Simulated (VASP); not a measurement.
# Al (Fm-3m) in VASP: a series of runs

The runs below take Al through single point, relaxation of cell and atoms, with PBE.

Everything below comes from runs of VASP 6.6.1. Logs are shortened: lines on timing, memory, paths and dates and some standing lists are left out, and cuts for length are marked.

### 1 The cell of the first run

The structure is cubic, space group Fm-3m (No. 225). Conventional cell: a = 4.042 Å, b = 4.042 Å, c = 4.042 Å, α = 90.00°, β = 90.00°, γ = 90.00°. Within 3.8 Å of Al (site symmetry m-3m) lie 12 Al at 2.86 Å.

### 2 Single point, PBE

File INCAR:

```
PREC     = Accurate       # precision mode
ENCUT    = 520            # plane-wave cutoff, eV
EDIFF    = 1E-7           # SCF threshold, eV
ISMEAR   = 1              # smearing method
SIGMA    = 0.4            # smearing width, eV
LREAL    = F              # projectors in reciprocal space
LASPH    = T              # aspherical terms in the spheres
NELM     = 80             # most SCF steps
ALGO     = Normal         # electronic algorithm
ISIF     = 2              # what is computed and relaxed
LWAVE    = F              # write WAVECAR
LCHARG   = T              # write CHGCAR
GGA      = PE             # functional
LELF     = T              # ELF
LVHAR    = T            
NBANDS   = 8              # bands
```

File KPOINTS:

```
regular mesh
0
Gamma
  12 12 12
```

File POSCAR:

```
Al
1.0
    0.0000000000      2.0210454905      2.0210454905
    2.0210454905      0.0000000000      2.0210454905
    2.0210454905      2.0210454905      0.0000000000
Al
1
Direct
    0.0000000000      0.0000000000      0.0000000000
```

Potentials or basis: VASP PAW PBE potentials, release 64 (Al).

Command:

```sh
$ cat potpaw_PBE.64/Al/POTCAR > POTCAR
$ mpirun -np 1 vasp_std > vasp.out
```

OUTCAR:

```text
PREC = Accurate
   ENCUT = 520
   EDIFF = 1E-7
   ISMEAR = 1
   LREAL = F
   LASPH = T
   NELM = 80
   ISIF = 2
   GGA = PE

 ion  position               nearest neighbor table
   1  0.000  0.000  0.000-

  LATTYP: Found a face centered cubic cell.
 ALAT       =     4.0420909810

  Lattice vectors:

 A1 = (   0.0000000000,   2.0210454905,   2.0210454905)
 A2 = (   2.0210454905,   0.0000000000,   2.0210454905)
 A3 = (   2.0210454905,   2.0210454905,   0.0000000000)

Analysis of symmetry for initial positions (statically):
=====================================================================
 Subroutine PRICEL returns:
 Original cell was already a primitive cell.

 Routine SETGRP: Setting up the symmetry group for a
 face centered cubic supercell.

 Subroutine GETGRP returns: Found 48 space group operations
 (whereof 48 operations were pure point group operations)
 out of a pool of 48 trial point group operations.

The static configuration has the point symmetry O_h .

Analysis of symmetry for dynamics (positions and initial velocities):
=====================================================================
 Subroutine PRICEL returns:
 Original cell was already a primitive cell.

 Routine SETGRP: Setting up the symmetry group for a
 face centered cubic supercell.

 Subroutine GETGRP returns: Found 48 space group operations
 (whereof 48 operations were pure point group operations)
 out of a pool of 48 trial point group operations.

The dynamic configuration has the point symmetry O_h .

 Subroutine INISYM returns: Found 48 space group operations
 (whereof 48 operations are pure point group operations),
 and found     1 'primitive' translations

----------------------------------------------------------------------------------------

                                     Primitive cell

  volume of cell :      16.5104

  direct lattice vectors                    reciprocal lattice vectors
     0.000000000  2.021045491  2.021045491    -0.247396707  0.247396707  0.247396707
     2.021045491  0.000000000  2.021045491     0.247396707 -0.247396707  0.247396707
     2.021045491  2.021045491  0.000000000     0.247396707  0.247396707 -0.247396707

  length of vectors
     2.858189943  2.858189943  2.858189943     0.428503667  0.428503667  0.428503667

  position of ions in fractional coordinates (direct lattice)
     0.000000000  0.000000000  0.000000000

  ion indices of the primitive-cell ions
   primitive index   ion index
                 1           1

----------------------------------------------------------------------------------------

 KPOINTS: regular mesh

Automatic generation of k-mesh.
 Grid dimensions read from file:
 generate k-points for:   12   12   12

 Generating k-lattice:

  Cartesian coordinates                     Fractional coordinates (reciprocal lattice)
    -0.020616392  0.020616392  0.020616392     0.083333333  0.000000000  0.000000000
     0.020616392 -0.020616392  0.020616392     0.000000000  0.083333333  0.000000000
     0.020616392  0.020616392 -0.020616392     0.000000000  0.000000000  0.083333333

  Length of vectors
     0.035708639  0.035708639  0.035708639

  Shift w.r.t. Gamma in fractional coordinates (k-lattice)
     0.000000000  0.000000000  0.000000000

 Subroutine IBZKPT returns following result:
 ===========================================

 Found     72 irreducible k-points:

 Following reciprocal coordinates:
            Coordinates               Weight
  0.000000  0.000000  0.000000      1.000000
  0.083333  0.000000  0.000000      8.000000
  0.166667  0.000000  0.000000      8.000000
  0.250000  0.000000  0.000000      8.000000
  0.333333  0.000000  0.000000      8.000000
  0.416667  0.000000  0.000000      8.000000
[... 16 lines left out ...]
  0.500000  0.166667  0.000000     24.000000
 -0.416667  0.166667  0.000000     24.000000
 [... further k-points ...]
   k-points           NKPTS =     72   k-points in BZ     NKDIM =     72   number of bands    NBANDS=      8
   number of dos      NEDOS =    301   number of ions     NIONS =      1
   total plane-waves  NPLWV =  13824
   dimension x,y,z NGX =    24 NGY =   24 NGZ =   24
   dimension x,y,z NGXF=    48 NGYF=   48 NGZF=   48
   ions per type =               1
   NGX,Y,Z   is equivalent  to a cutoff of  13.96, 13.96, 13.96 a.u.
   NGXF,Y,Z  is equivalent  to a cutoff of  27.92, 27.92, 27.92 a.u.
 SYSTEM =  unknown system
   PREC   = accura    normal or accurate (medium, high low for compatibility)
   ISTART =      0    job   : 0-new  1-cont  2-samecut
   ICHARG =      2    charge: 1-file 2-atom 10-const
   ISPIN  =      1    spin polarized calculation?
   LNONCOLLINEAR =      F non collinear calculations
   LSORBIT =      F    spin-orbit coupling
   LASPH  =      T    aspherical Exc in radial PAW
   ENCUT  =  520.0 eV  38.22 Ry    6.18 a.u.   5.31  5.31  5.31*2*pi/ulx,y,z
   NELM   =     80;   NELMIN=  2; NELMDL= -5     # of ELM steps
   EDIFF  = 0.1E-06   stopping-criterion for ELM
   LREAL  =      F    real-space projection
   EDIFFG = 0.1E-05   stopping-criterion for IOM
   NSW    =      0    number of steps for IOM
   IBRION =     -1    ionic relax: 0-MD 1-quasi-New 2-CG
   NFREE  =      0    steps in history (QN), initial steepest desc. (CG)
   ISIF   =      2    stress and relaxation
   ISYM   =      2    0-nonsym 1-usesym 2-fastsym
   POTIM  = 0.5000    time-step for ionic-motion
   TEBEG  =    0.0;   TEEND  =   0.0 temperature during run
   PSTRESS=    0.0 pullay stress
   NELECT =       3.0000    total number of electrons
   NUPDOWN=      -1.0000    fix difference up-down
   EMIN   =  10.00;   EMAX   =-10.00  energy-range for DOS
   EFERMI =   0.00;   METHOD = LEGACY
   ISMEAR =     1;   SIGMA  =   0.40  broadening in eV -4-tet -1-fermi 0-gaus
   EFERMI_NEDOS =   21; number of points for ismear=-14 and -15
   IALGO  =     38    algorithm
   IMIX   =      4    mixing-type and parameters
     AMIX     =   0.40;   BMIX     =  1.00
     AMIX_MAG =   1.60;   BMIX_MAG =  1.00
  volume/ion in A,a.u.               =      16.51       111.42
  Fermi-wavevector in a.u.,A,eV,Ry     =   0.927248  1.752244 11.698133  0.859789
  Thomas-Fermi vector in A             =   2.053297
   LORBIT       =      0    0 simple, 1 ext, 2 COOP (PROOUT), +10 PAW based schemes
   GGA     = PE    functional components
   LHFCALC =     F    Hartree Fock is set to
   AEXX    =    0.0000 exact exchange contribution
   IVDW    =     0    specifies the selected vdW correction
   LEPSILON=     F    determine dielectric tensor
   LRPA    =     F    only Hartree local field effects (RPA)
 non-spin polarized calculation
 Methfessel and Paxton  Order N= 1 SIGMA  =   0.40
  energy-cutoff  :      520.00
  volume of cell :       16.51
 maximum number of plane-waves:       459
 NGX is ok and might be reduce to    24
   NGX = 11   NGY = 11   NGZ = 11

 number of electron       3.0000000 magnetization

 Free energy of the ion-electron system (eV)
  ---------------------------------------------------
  ext. energy  EPLUGINS =         0.00000000
  ---------------------------------------------------
  free energy    TOTEN  =        -3.75392745 eV

  energy without entropy =       -3.75251228  energy(sigma->0) =       -3.75345573

 E-fermi :   7.8868     XC(G=0): -10.1940

 val. band max:        7.7558484218   @ k =   0.5000   0.2500   0.0833
 cond. band min:       7.9376037469   @ k =  -0.4167   0.4167   0.0833
 fundamental gap:      0.1817553251
 Fermi energy:         7.8868387356

 k-point     1 :       0.0000    0.0000    0.0000
  band No.  band energies     occupation
      1      -3.1363      2.00000
      2      20.6095      0.00000
      3      20.6095      0.00000
      4      20.6095      0.00000
      5      22.0970      0.00000
      6      22.0970      0.00000
      7      22.0970      0.00000
      8      24.4550      0.00000

 k-point     2 :       0.0833    0.0000    0.0000
  band No.  band energies     occupation
      1      -2.9476      2.00000
      2      17.9940      0.00000
      3      20.0398      0.00000
      4      20.0398      0.00000
      5      22.7603      0.00000
      6      22.9551      0.00000
      7      22.9551      0.00000
      8      26.2767      0.00000

 k-point     3 :       0.1667    0.0000    0.0000
  band No.  band energies     occupation
      1      -2.3832      2.00000
      2      14.6333     -0.00000
      3      19.3392      0.00000
      4      19.3392      0.00000
      5      22.5748      0.00000
      6      24.0173      0.00000
      7      24.0173      0.00000
      8      25.2609      0.00000

 k-point     4 :       0.2500    0.0000    0.0000
  band No.  band energies     occupation
      1      -1.4474      2.00000
      2      11.4319     -0.00000
      3      18.8973      0.00000
      4      18.8973      0.00000
      5      22.3433      0.00000
      6      22.7454      0.00000
      7      22.7454      0.00000
      8      26.7479      0.00000

 k-point     5 :       0.3333    0.0000    0.0000
  band No.  band energies     occupation
      1      -0.1474      2.00000
      2       8.4892     -0.05477
      3      18.7584      0.00000
      4      18.7584      0.00000
      5      21.3511      0.00000
      6      21.3511      0.00000
      7      22.3188      0.00000
      8      25.3205      0.00000
[... 177 lines left out ...]
 k-point    22 :       0.4167    0.1667    0.0000
  band No.  band energies     occupation
      1       1.0178      2.00000
      2       8.1822      0.05492
      3      15.2809     -0.00000
      4      15.8977      0.00000
      5      17.6213      0.00000
      6      24.7547      0.00000
      7      24.9430      0.00000
      8      27.7605      0.00000

 k-point    23 :       0.5000    0.1667    0.0000
  band No.  band energies     occupation
      1       2.7765      2.00000
      2       5.6610      2.00000
      3      14.2099     -0.00000
      4      16.1722      0.00000
      5      17.9554      0.00000
      6      23.9667      0.00000
      7      26.2831      0.00000
      8      28.2693      0.00000

 k-point    24 :      -0.4167    0.1667    0.0000
  band No.  band energies     occupation
      1       3.4364      2.00000
      2       4.8886      2.00000
      3      13.4781     -0.00000
      4      16.7688      0.00000
      5      18.6216      0.00000
      6      23.2803      0.00000
      7      25.9872      0.00000
      8      28.9655      0.00000

 [... further k-points ...]
[... 5 lines left out ...]
  --------------------------------------------------------------------------------------
  -------------------------------------------------------------------------------------
  Total       -0.0045800     -0.0045800     -0.0045800     -0.0000000     -0.0000000      0.0000000
  in kB       -0.4444401     -0.4444401     -0.4444401     -0.0000000     -0.0000000      0.0000000
  external PRESSURE =      -0.4444401 kB  Pullay stress =       0.0000000 kB

 VOLUME and BASIS-vectors are now :
 -----------------------------------------------------------------------------
  energy-cutoff  :      520.00
  volume of cell :       16.51
      direct lattice vectors                 reciprocal lattice vectors
     0.000000000  2.021045491  2.021045491    -0.247396707  0.247396707  0.247396707
     2.021045491  0.000000000  2.021045491     0.247396707 -0.247396707  0.247396707
     2.021045491  2.021045491  0.000000000     0.247396707  0.247396707 -0.247396707

 POSITION                                       TOTAL-FORCE (eV/Angst)
 -----------------------------------------------------------------------------------
      0.00000      0.00000      0.00000         0.000000      0.000000      0.000000
 -----------------------------------------------------------------------------------
    total drift:                                0.000000     -0.000000     -0.000000

  FREE ENERGIE OF THE ION-ELECTRON SYSTEM (eV)
  ---------------------------------------------------
  free  energy   TOTEN  =        -3.7539274500 eV

  energy  without entropy=       -3.7525122764  energy(sigma->0) =       -3.75345573
```

It took 7.8 s on 1 thread of Intel Xeon 6975P-C, shared host; peak memory 0.13 GiB.

What came out:

- Free energy: -3.7539 eV
- Pressure: 0.0 GPa

Levels at points of the mesh, in eV from the Fermi level:
| k point | band 1 | band 2 | band 3 | band 4 |
| --- | --- | --- | --- | --- |
| (0.00, 0.00, 0.00) | -11.02 | 12.72 | 12.72 | 12.72 |
| (0.50, 0.00, 0.00) | -4.48 | -4.27 | 11.51 | 11.51 |
| (0.50, 0.50, 0.00) | -2.82 | -1.49 | 5.36 | 5.70 |

(Continued in part 2 of 2.)
